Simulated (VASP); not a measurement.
**Sn: relaxation of cell and atoms with r2SCAN**

Crystal: Sn.

```
Sn
1.0
     3.46890   -2.29268    0.00000
     3.46890    2.29268    0.00000
     0.00000    0.00000    9.35239
Sn
4
Direct
  0.85000 0.15000 0.11700
  0.65000 0.35000 0.61700
  0.15000 0.85000 0.88300
  0.35000 0.65000 0.38300
```

- Program: VASP 6.6.1
- Task: relaxation of cell and atoms
- Functional: r2SCAN
- Potentials or basis: VASP PAW PBE potentials, release 64 (Sn_d)
- Cutoff: 600 eV
- k mesh: 4 × 4 × 2
- Occupations: gaussian, width 0.1 eV
- Spin: no spin polarisation
- Dipole correction: no
- Further INCAR settings: ALGO = Normal; EDIFF = 1e-06; IBRION = 2; EDIFFG = -0.04; NSW = 90; ISIF = 3

| Quantity | Value |
| --- | --- |
| Relaxed volume | 29.86 Å³/atom |
| Relaxed cell | a = 3.328 Å, b = 3.328 Å, c = 10.787 Å, α = 90.00°, β = 90.00°, γ = 89.93° |
| Space group after relaxing (to 0.1 Å) | Cmce (No. 64) |
| Energy gained by relaxing | 588.3 meV/atom |
| Ionic steps | 23 |
| Pressure after relaxing | -0.1 GPa |
| Largest force after relaxing | 0.025 eV/Å |
| Band gap on the k mesh | zero (bands 28 and 29 overlap by 3.57 eV) |

Forces on the atoms (eV/Å):
```
Sn   0.000  0.005 -0.024
Sn   0.000 -0.005 -0.024
Sn   0.000 -0.005  0.024
Sn   0.000  0.005  0.024
```

Stress tensor (GPa, compression positive):
```
-0.10  0.00  0.00
 0.00 -0.07  0.00
 0.00  0.00 -0.17
```

Step by step:
| step | energy change (eV) | largest force (eV/Å) | pressure (GPa) | volume (Å³) |
| --- | --- | --- | --- | --- |
| 1 | 0.0000 | 2.6247 | -1.49 | 148.76 |
| 2 | -1.0690 | 0.6466 | -4.85 | 140.98 |
| 3 | -1.2583 | 0.5759 | -4.83 | 138.04 |
| 4 | -1.7129 | 0.3500 | -4.77 | 131.94 |
| 5 | -2.0116 | 0.4521 | 1.67 | 118.88 |
| 6 | -2.0168 | 0.0495 | -0.91 | 122.40 |
| 7 | -2.0199 | 0.0870 | -0.47 | 121.81 |
| 8 | -2.0236 | 0.2259 | 0.43 | 120.63 |
| 9 | -2.0870 | 0.2109 | -0.61 | 122.34 |
| 10 | -2.1495 | 0.0308 | -1.12 | 123.78 |
| 11 | -2.2021 | 0.3898 | -2.56 | 126.33 |
| 12 | -2.2071 | 0.2818 | -2.24 | 125.65 |
| 13 | -2.2292 | 0.3380 | -2.09 | 124.97 |
| 14 | -2.2515 | 0.4044 | -1.63 | 123.25 |
| 15 | -2.2526 | 0.3965 | -1.79 | 123.68 |
| 16 | -2.2848 | 0.3125 | -1.20 | 122.11 |
| 17 | -2.3203 | 0.0995 | 0.29 | 118.69 |
| 18 | -2.3211 | 0.0569 | 0.57 | 118.09 |
| 19 | -2.3342 | 0.0309 | 0.42 | 118.38 |
| 20 | -2.3520 | 0.0587 | 0.07 | 119.22 |
| 21 | -2.3520 | 0.0636 | 0.05 | 119.25 |
| 22 | -2.3528 | 0.0426 | -0.02 | 119.35 |
| 23 | -2.3531 | 0.0245 | -0.11 | 119.44 |

Final structure:
```
Sn
1.0
     2.35441   -2.35159    0.00000
     2.35441    2.35159    0.00000
     0.00000    0.00000   10.78670
Sn
4
Direct
  0.80305 0.19695 0.15195
  0.69695 0.30305 0.65195
  0.19695 0.80305 0.84805
  0.30305 0.69695 0.34805
```

Levels at points of the mesh, in eV from the Fermi level:
| k point | band 25 | band 26 | band 27 | band 28 | band 29 | band 30 | band 31 | band 32 |
| --- | --- | --- | --- | --- | --- | --- | --- | --- |
| (0.00, 0.00, 0.00) | -3.71 | 0.69 | 2.68 | 2.71 | 3.10 | 3.11 | 3.20 | 6.00 |
| (0.50, 0.00, 0.00) | -4.06 | -4.06 | -2.10 | -2.10 | 0.60 | 0.60 | 4.58 | 4.58 |
| (0.50, 0.50, 0.00) | -3.69 | -3.60 | -3.20 | -3.17 | -0.38 | -0.35 | 0.34 | 0.47 |
| (0.00, 0.00, 0.50) | -1.74 | -1.74 | 2.88 | 2.88 | 2.89 | 2.89 | 5.45 | 5.45 |
| (0.50, 0.00, 0.50) | -3.41 | -3.41 | -3.12 | -3.12 | 2.32 | 2.32 | 2.61 | 2.61 |
| (0.50, 0.50, 0.50) | -3.46 | -3.46 | -3.43 | -3.43 | 0.24 | 0.24 | 0.38 | 0.38 |

Run time: 110 min on 1 thread of Intel(R) Xeon(R) Platinum 8488C (Sapphire Rapids), with other jobs on the host, peak memory 0.39 GiB.

Caveat: the k points lie up to 0.47 Å⁻¹ apart in the final cell, too coarse for converged energies and pressures of a metal; the volume moved by over 15 % at a fixed basis, so the end points are rough; the PAW data sets were made with another functional, which shifts forces and pressure a little; spin-orbit coupling is left out, which moves the levels of the heavy elements.
